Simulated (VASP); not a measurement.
Wanted: the native input for a VASP 6.6.1 run.

| Property | Result |
| --- | --- |
| Task | single point |
| Functional | LDA |
| Potentials or basis | VASP PAW LDA potentials, release 64 (Ag, Pt) |
| Cutoff | 520 eV |
| k mesh | 6 × 6 × 6 |
| Occupations | methfessel-paxton, width 0.05 eV |
| Spin | no spin polarisation |
| Dipole correction | no |
| Further INCAR settings | ALGO = Normal; EDIFF = 1e-07; NBANDS = 28 |

The structure of AgPt3 lies in POSCAR:

```
AgPt3
1.0
    3.9000000000      0.0000000000      0.0000000000
    0.0000000000      3.9000000000      0.0000000000
    0.0000000000      0.0000000000      3.9000000000
Ag Pt
1 3
Direct
    0.0000000000      0.0000000000      0.0000000000
    0.0000000000      0.5000000000      0.5000000000
    0.5000000000      0.0000000000      0.5000000000
    0.5000000000      0.5000000000      0.0000000000
```

The input as run:

INCAR

```
  PREC = Accurate
  ENCUT = 520
  EDIFF = 1E-7
  ISMEAR = 1
  SIGMA = 0.05
  LREAL = False
  LASPH = True
  NELM = 60
  ALGO = Normal
  ISIF = 2
  LWAVE = False
  LCHARG = False
  NBANDS = 28
```

KPOINTS

```
Automatic mesh
0
Gamma
  6 6 6
```

Potentials or basis: VASP PAW LDA potentials, release 64 (Ag, Pt).

The run is started by

```console
$ cat potpaw_LDA.64/Ag/POTCAR potpaw_LDA.64/Pt/POTCAR > POTCAR
$ mpirun -np 1 vasp_std > vasp.out
```

It gave:

```yaml
Pressure: 3.0 GPa
```

It took 24 s on 1 thread of Intel(R) Xeon(R) Platinum 8375C CPU @ 2.90GHz (Ice Lake), with other jobs on the host, peak memory 0.16 GiB.
